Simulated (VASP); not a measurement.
The system is KF.

```
CELL_PARAMETERS angstrom
3.65993 0.00000 0.00000
-1.82997 3.16960 0.00000
0.00000 0.00000 6.47881
ATOMIC_POSITIONS crystal
K 0.00000 0.00000 0.00000
K 0.00000 0.00000 0.50000
F 0.33333 0.66667 0.25000
F 0.66667 0.33333 0.75000
```

Base run:

```yaml
Program: VASP 6.6.1
Functional: PBE
Potentials_or_basis: VASP PAW PBE potentials, release 64 (K_sv, F)
Cutoff: 520 eV
k_mesh: 12 × 12 × 4
Occupations: gaussian, width 0.01 eV
Spin: no spin polarisation
```

Its results: band gap on the k mesh 6.19 eV; pressure 2.1 GPa.

**Question.** The run is repeated on the same cell with these changes: functional from PBE to r2SCAN. What comes out?

**Answer.** Band gap on the k mesh 6.87 eV; pressure 0.0 GPa.

Caveats: the PAW data sets were made with another functional, which shifts forces and pressure a little (at least some runs).

A k mesh can miss the band edges.
